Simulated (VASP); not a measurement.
# Sb (Fd-3m) in VASP: a series of runs

The runs below take Sb through single point, relaxation of cell and atoms, with r2SCAN.

All numbers are computed with VASP 6.6.1; they aren't measurements. Logs are shortened: lines on timing, memory, paths and dates and some standing lists are left out, and cuts for length are marked.

### 1 The cell of the first run

The structure is cubic, space group Fd-3m (No. 227). Conventional cell: a = 6.867 Å, b = 6.867 Å, c = 6.867 Å, α = 90.00°, β = 90.00°, γ = 90.00°. Within 3.9 Å of Sb (site symmetry -43m) lie 4 Sb at 2.97 Å.

### 2 Single point, r2SCAN

The input, POSCAR:

```
Sb
1.0
    0.0000000000      3.4336034751      3.4336034751
    3.4336034751      0.0000000000      3.4336034751
    3.4336034751      3.4336034751      0.0000000000
Sb
2
Direct
    0.5000000000      0.5000000000      0.5000000000
    0.7500000000      0.7500000000      0.7500000000
```

The input, INCAR.step1:

```
PREC = Accurate
ENCUT = 520
ISMEAR = 0
SIGMA = 0.1
LREAL = False
LASPH = True
NELM = 80
NBANDS = 12
GGA = PE
ALGO = Normal
EDIFF = 1E-4
LWAVE = True
LCHARG = False
```

The input, INCAR.step2:

```
PREC = Accurate
ENCUT = 520
EDIFF = 1E-6
ISMEAR = 0
SIGMA = 0.1
LREAL = False
LASPH = True
NELM = 80
ALGO = Normal
ISIF = 2
LWAVE = False
LCHARG = False
METAGGA = R2SCAN
LMIXTAU = True
NBANDS = 12
ISTART = 1
```

The input, KPOINTS:

```
Automatic mesh
0
Gamma
  4 4 4
```

Potentials or basis: VASP PAW PBE potentials, release 64 (Sb).

Launch:

```sh
$ cat potpaw_PBE.64/Sb/POTCAR > POTCAR
$ cp INCAR.step1 INCAR
$ mpirun -np 1 vasp_std > vasp.out
$ cp INCAR.step2 INCAR
$ mpirun -np 1 vasp_std > vasp.out
```

OUTCAR:

```text
PREC = Accurate
   ENCUT = 520
   EDIFF = 1E-6
   ISMEAR = 0
   LREAL = False
   LASPH = True
   NELM = 80
   ISIF = 2
   METAGGA = R2SCAN
   ISTART = 1

 ion  position               nearest neighbor table
   1  0.500  0.500  0.500-   2 2.97   2 2.97   2 2.97   2 2.97
   2  0.750  0.750  0.750-   1 2.97   1 2.97   1 2.97   1 2.97

  LATTYP: Found a face centered cubic cell.
 ALAT       =     6.8672069502

  Lattice vectors:

 A1 = (   0.0000000000,   3.4336034751,   3.4336034751)
 A2 = (   3.4336034751,   0.0000000000,   3.4336034751)
 A3 = (   3.4336034751,   3.4336034751,   0.0000000000)

Analysis of symmetry for initial positions (statically):
=====================================================================
 Subroutine PRICEL returns:
 Original cell was already a primitive cell.

 Routine SETGRP: Setting up the symmetry group for a
 face centered cubic supercell.

 Subroutine GETGRP returns: Found 48 space group operations
 (whereof 24 operations were pure point group operations)
 out of a pool of 48 trial point group operations.

The static configuration has the point symmetry T_d .
 The point group associated with its full space group is O_h .

Analysis of symmetry for dynamics (positions and initial velocities):
=====================================================================
 Subroutine PRICEL returns:
 Original cell was already a primitive cell.

 Routine SETGRP: Setting up the symmetry group for a
 face centered cubic supercell.

 Subroutine GETGRP returns: Found 48 space group operations
 (whereof 24 operations were pure point group operations)
 out of a pool of 48 trial point group operations.

The dynamic configuration has the point symmetry T_d .
 The point group associated with its full space group is O_h .

 Subroutine INISYM returns: Found 48 space group operations
 (whereof 24 operations are pure point group operations),
 and found     1 'primitive' translations

----------------------------------------------------------------------------------------

                                     Primitive cell

  volume of cell :      80.9618

  direct lattice vectors                    reciprocal lattice vectors
     0.000000000  3.433603475  3.433603475    -0.145619610  0.145619610  0.145619610
     3.433603475  0.000000000  3.433603475     0.145619610 -0.145619610  0.145619610
     3.433603475  3.433603475  0.000000000     0.145619610  0.145619610 -0.145619610

  length of vectors
     4.855848602  4.855848602  4.855848602     0.252220564  0.252220564  0.252220564

  position of ions in fractional coordinates (direct lattice)
     0.500000000  0.500000000  0.500000000
[... 72 lines left out ...]
   NELECT =      10.0000    total number of electrons
   NUPDOWN=      -1.0000    fix difference up-down
   EMIN   =  10.00;   EMAX   =-10.00  energy-range for DOS
   EFERMI =   0.00;   METHOD = LEGACY
   ISMEAR =     0;   SIGMA  =   0.10  broadening in eV -4-tet -1-fermi 0-gaus
   EFERMI_NEDOS =   21; number of points for ismear=-14 and -15
   IALGO  =     38    algorithm
   IMIX   =      4    mixing-type and parameters
     AMIX     =   0.40;   BMIX     =  1.00
     AMIX_MAG =   1.60;   BMIX_MAG =  1.00
  volume/ion in A,a.u.               =      40.48       273.18
  Fermi-wavevector in a.u.,A,eV,Ry     =   0.815295  1.540684  9.043870  0.664706
  Thomas-Fermi vector in A             =   1.925357
   LORBIT       =      0    0 simple, 1 ext, 2 COOP (PROOUT), +10 PAW based schemes
   METAGGA = R2SCAN    functional components
   LHFCALC =     F    Hartree Fock is set to
   AEXX    =    0.0000 exact exchange contribution
   IVDW    =     0    specifies the selected vdW correction
   LEPSILON=     F    determine dielectric tensor
   LRPA    =     F    only Hartree local field effects (RPA)
 non-spin polarized calculation
 Gauss-broadening in eV      SIGMA  =   0.10
  energy-cutoff  :      520.00
  volume of cell :       80.96
 maximum number of plane-waves:      2200
   NGX = 19   NGY = 19   NGZ = 19

 number of electron       9.9999999 magnetization

 Free energy of the ion-electron system (eV)
  ---------------------------------------------------
  ext. energy  EPLUGINS =         0.00000000
  ---------------------------------------------------
  free energy    TOTEN  =       -50.78566869 eV

  energy without entropy =      -50.77886109  energy(sigma->0) =      -50.78226489

 E-fermi :   3.9526     XC(G=0):  -8.5207

 val. band max:        3.9431211101   @ k =   0.2500   0.2500   0.0000
 cond. band min:       4.7346043335   @ k =   0.0000   0.0000   0.0000
 fundamental gap:      0.7914832234
 Fermi energy:         3.9525727320

 k-point     1 :       0.0000    0.0000    0.0000
  band No.  band energies     occupation
      1      -8.0758      2.00000
      2      -0.9128      2.00000
      3       2.2263      2.00000
      4       2.2263      2.00000
      5       2.2263      2.00000
      6       4.7346      0.00000
      7       4.7346      0.00000
      8       4.7346      0.00000
      9       8.5627      0.00000
     10      10.9473      0.00000
     11      10.9473      0.00000
     12      12.2359      0.00000
[... 91 lines left out ...]
 k-point     8 :      -0.2500    0.5000    0.2500
  band No.  band energies     occupation
      1      -5.6183      2.00000
      2      -5.6183      2.00000
      3       0.1175      2.00000
      4       0.1175      2.00000
      5       5.1968      0.00000
      6       5.1968      0.00000
      7       6.9757      0.00000
      8       6.9757      0.00000
      9      10.7410      0.00000
     10      10.7410      0.00000
     11      12.8291      0.00000
     12      12.8291      0.00000

------------------------ aborting loop because EDIFF is reached ----------------------------------------

  FORCE on cell =-STRESS in cart. coord.  units (eV):
  Direction    XX          YY          ZZ          XY          YZ          ZX
  --------------------------------------------------------------------------------------
  -------------------------------------------------------------------------------------
  Total        0.2120138      0.2120138      0.2120138      0.0000000      0.0000000     -0.0000000
  in kB        4.1956028      4.1956028      4.1956028      0.0000000      0.0000000     -0.0000000
  external PRESSURE =       4.1956028 kB  Pullay stress =       0.0000000 kB

 VOLUME and BASIS-vectors are now :
 -----------------------------------------------------------------------------
  energy-cutoff  :      520.00
  volume of cell :       80.96
      direct lattice vectors                 reciprocal lattice vectors
     0.000000000  3.433603475  3.433603475    -0.145619610  0.145619610  0.145619610
     3.433603475  0.000000000  3.433603475     0.145619610 -0.145619610  0.145619610
     3.433603475  3.433603475  0.000000000     0.145619610  0.145619610 -0.145619610

 POSITION                                       TOTAL-FORCE (eV/Angst)
 -----------------------------------------------------------------------------------
      3.43360      3.43360      3.43360         0.000000     -0.000000     -0.000000
      5.15041      5.15041      5.15041        -0.000000      0.000000      0.000000
 -----------------------------------------------------------------------------------
    total drift:                                0.000000      0.000000      0.000000

  FREE ENERGIE OF THE ION-ELECTRON SYSTEM (eV)
  ---------------------------------------------------
  free  energy   TOTEN  =       -50.7856686949 eV

  energy  without entropy=      -50.7788610885  energy(sigma->0) =      -50.78226489
```

It took 20 s on 1 thread of Intel Xeon 6975P-C (Granite Rapids), shared host; peak memory 0.21 GiB.

Results:

```
Free energy            : -50.7857 eV
Pressure               : 0.4 GPa
Band gap on the k mesh : zero (band 5 reaches 5.20 eV, above the bottom of band 6 at 3.77 eV)
```

Levels at points of the mesh, in eV from the Fermi level:
```tsv
k point	band 3	band 4	band 5	band 6	band 7	band 8
(0.00, 0.00, 0.00)	-1.73	-1.73	-1.73	0.78	0.78	0.78
(0.50, 0.00, 0.00)	-2.59	-2.59	-2.00	1.93	1.93	4.75
(0.50, 0.50, 0.00)	-3.52	-3.52	-0.18	-0.18	4.91	4.91
```

Caveat: the k points lie up to 0.40 Å⁻¹ apart; the PAW data sets were made with another functional, which shifts forces and pressure a little; spin-orbit coupling is left out, which moves the levels of the heavy elements.

### 3 Single point, r2SCAN

This run uses another cell than the first one, of 34.16 Å³/atom, 0.844 times its volume.

The input, POSCAR:

```
Sb
1.0
    0.0000000000      3.2448122108      3.2448122108
    3.2448122108      0.0000000000      3.2448122108
    3.2448122108      3.2448122108      0.0000000000
Sb
2
Direct
    0.5000000000      0.5000000000      0.5000000000
    0.7500000000      0.7500000000      0.7500000000
```

The input, INCAR.step1:

```
PREC = Accurate
ENCUT = 520
ISMEAR = 0
SIGMA = 0.1
LREAL = F
LASPH = T
NELM = 60
NBANDS = 12
GGA = PE
ALGO = Normal
EDIFF = 1E-4
LWAVE = T
LCHARG = F
```

The input, INCAR.step2:

```
PREC = Accurate
ENCUT = 520
EDIFF = 1E-6
ISMEAR = 0
SIGMA = 0.1
LREAL = F
LASPH = T
NELM = 60
ALGO = Normal
ISIF = 2
LWAVE = F
LCHARG = F
METAGGA = R2SCAN
LMIXTAU = T
NBANDS = 12
ISTART = 1
```

The input, KPOINTS:

```
Automatic mesh
0
Gamma
  6 6 6
```

Potentials or basis: VASP PAW PBE potentials, release 64 (Sb).

Launch:

```sh
$ cat potpaw_PBE.64/Sb/POTCAR > POTCAR
$ cp INCAR.step1 INCAR
$ mpirun -np 1 vasp_std > vasp.out
$ cp INCAR.step2 INCAR
$ mpirun -np 1 vasp_std > vasp.out
```

It took 31 s on 1 thread of Intel Xeon 6975P-C (Granite Rapids), shared host; peak memory 0.2 GiB.

The run converged. Its results:

| Item | Value |
| --- | --- |
| Free energy | -50.1656 eV |
| Pressure | 11.3 GPa |
| Band gap on the k mesh | zero (band 5 reaches 6.57 eV, above the bottom of band 6 at 5.32 eV) |

Levels at points of the mesh, in eV from the Fermi level:
| k point | band 1 | band 2 | band 3 | band 4 | band 5 | band 6 | band 7 | band 8 | band 9 | band 10 |
| --- | --- | --- | --- | --- | --- | --- | --- | --- | --- | --- |
| (0.00, 0.00, 0.00) | -13.81 | -4.48 | -2.63 | -2.63 | -2.63 | 0.02 | 0.02 | 0.02 | 4.03 | 6.43 |
| (0.50, 0.00, 0.00) | -12.32 | -9.31 | -3.70 | -3.70 | -2.61 | 1.29 | 1.29 | 4.61 | 6.50 | 6.89 |
| (0.50, 0.50, 0.00) | -10.83 | -10.83 | -4.87 | -4.87 | -1.03 | -1.03 | 5.21 | 5.21 | 7.27 | 7.27 |

Caveat: the PAW data sets were made with another functional, which shifts forces and pressure a little; spin-orbit coupling is left out, which moves the levels of the heavy elements.

### 4 Relaxation of cell and atoms, r2SCAN

This run uses another cell than the first one, of 34.16 Å³/atom, 0.844 times its volume.

POSCAR is that of step 3.

The input, INCAR.step1:

```
SYSTEM = Sb
PREC = Accurate ; ENCUT = 600
ISMEAR = 0 ; SIGMA = 0.1
LREAL = .False. ; LASPH = .True.
NELM = 80 ; GGA = PE
ALGO = Normal ; EDIFF = 1E-4
LWAVE = .True. ; LCHARG = .False.
```

The input, INCAR.step2:

```
SYSTEM = Sb
PREC = Accurate ; ENCUT = 600
EDIFF = 1E-6 ; ISMEAR = 0
SIGMA = 0.1 ; LREAL = .False.
LASPH = .True. ; NELM = 80
ALGO = Normal ; ISIF = 3
LWAVE = .False. ; LCHARG = .False.
METAGGA = R2SCAN ; LMIXTAU = .True.
IBRION = 2 ; NSW = 90
EDIFFG = -0.04 ; ISTART = 1
```

The input, KPOINTS:

```
regular mesh
0
Gamma
  4 4 4
  0 0 0
```

Launch:

```sh
$ cat potpaw_PBE.64/Sb/POTCAR > POTCAR
$ cp INCAR.step1 INCAR
$ mpirun -np 1 vasp_std > vasp.out
$ cp INCAR.step2 INCAR
$ mpirun -np 1 vasp_std > vasp.out
```

Wall time 78 s (1 thread of Intel Xeon 6975P-C (Granite Rapids), shared host); peak memory 0.25 GiB.

It converged, with:

```
Free energy                            : -50.7867 eV
Relaxed volume                         : 40.98 Å³/atom
Relaxed cell                           : a = 4.876 Å, b = 4.876 Å, c = 4.876 Å, α = 60.00°, β = 60.00°, γ = 60.00°
Space group after relaxing (to 0.05 Å) : Fd-3m (No. 227)
Energy gained by relaxing              : 148.6 meV/atom
Ionic steps                            : 4
Pressure after relaxing                : 0.0 GPa
Band gap on the k mesh                 : zero (band 5 reaches 5.06 eV, above the bottom of band 6 at 3.67 eV)
```

The path:
```tsv
step	energy change (eV)	largest force (eV/Å)	pressure (GPa)	volume (Å³)
1	0.0000	0.0000	8.52	68.33
2	-0.2548	0.0000	-2.16	87.90
3	-0.2969	0.0000	0.23	81.40
4	-0.2972	0.0000	-0.01	81.97
```

Final structure:
```yaml
crystal:
  lattice:
    - [0.00000, 3.44779, 3.44779]
    - [3.44779, 0.00000, 3.44779]
    - [3.44779, 3.44779, 0.00000]
  atoms:
    - { symbol: Sb, position: [0.50000, 0.50000, 0.50000] }
    - { symbol: Sb, position: [0.75000, 0.75000, 0.75000] }
```

Levels at points of the mesh, in eV from the Fermi level:
```
           k point  band 1  band 2  band 3  band 4  band 5  band 6  band 7  band 8  band 9
(0.00, 0.00, 0.00)  -11.96   -4.94   -1.72   -1.72   -1.72    0.78    0.78    0.78    4.59
(0.50, 0.00, 0.00)  -10.78   -8.17   -2.56   -2.56   -2.01    1.92    1.92    4.68    6.32
(0.50, 0.50, 0.00)   -9.56   -9.56   -3.49   -3.49   -0.18   -0.18    4.84    4.84    6.93
```

Caveat: the k points lie up to 0.39 Å⁻¹ apart in the final cell; the volume moved by over 15 % at a fixed basis, so the end points are rough; the PAW data sets were made with another functional, which shifts forces and pressure a little; spin-orbit coupling is left out, which moves the levels of the heavy elements.

[end of part 1 of 2]
